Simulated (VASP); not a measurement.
Set up this calculation in VASP 6.6.1, as the native input.

* Task: single point
* Functional: PBE
* Potentials or basis: VASP PAW PBE potentials, release 64 (Zn, O)
* Cutoff: 600 eV
* k mesh: 3 × 3 × 2
* Occupations: fermi-dirac, width 0.05 eV
* Spin: no spin polarisation
* Dipole correction: no
* Further INCAR settings: ALGO = Normal; EDIFF = 1e-06; NBANDS = 26

The structure of ZnO lies in POSCAR:

```
ZnO
1.0
    3.2493080000      0.0000000000      0.0000000000
   -1.6246540000      2.8139832727      0.0000000000
    0.0000000000      0.0000000000      5.2057090000
Zn O
2 2
Direct
    0.6666666667      0.3333333333      0.0000000000
    0.3333333333      0.6666666667      0.5000000000
    0.3333333333      0.6666666667      0.8790100000
    0.6666666667      0.3333333333      0.3790100000
```

These files were run (other wordings do the same):

INCAR

```
SYSTEM = ZnO
PREC     = Accurate       ! precision mode
ENCUT    = 600            ! plane-wave cutoff, eV
EDIFF    = 1E-6           ! SCF threshold, eV
ISMEAR   = -1             ! smearing method
SIGMA    = 0.05           ! smearing width, eV
LREAL    = .False.        ! projectors in reciprocal space
LASPH    = .True.         ! aspherical terms in the spheres
NELM     = 120            ! most SCF steps
ALGO     = Normal         ! electronic algorithm
ISIF     = 2              ! what is computed and relaxed
LWAVE    = .False.        ! write WAVECAR
LCHARG   = .False.        ! write CHGCAR
GGA      = PE             ! functional
NBANDS   = 26             ! bands
GGA_COMPAT= .False.
```

KPOINTS

```
Automatic mesh
0
Gamma
  3 3 2
  0 0 0
```

Potentials or basis: VASP PAW PBE potentials, release 64 (Zn, O).

Launch:

```sh
$ cat potpaw_PBE.64/Zn/POTCAR potpaw_PBE.64/O/POTCAR > POTCAR
$ mpirun -np 1 vasp_std > vasp.out
```

Results of the run:

```
Pressure               : 6.0 GPa
Largest force          : 0.056 eV/Å
Band gap on the k mesh : 0.76 eV
```

Caveat: the k points lie up to 0.74 Å⁻¹ apart; semilocal functionals underestimate gaps, and a narrow one can read as zero.

It took 14 s on 1 thread of Intel(R) Xeon(R) Platinum 8259CL CPU @ 2.50GHz (Skylake/Cascade Lake), with other jobs on the host, peak memory 0.17 GiB.
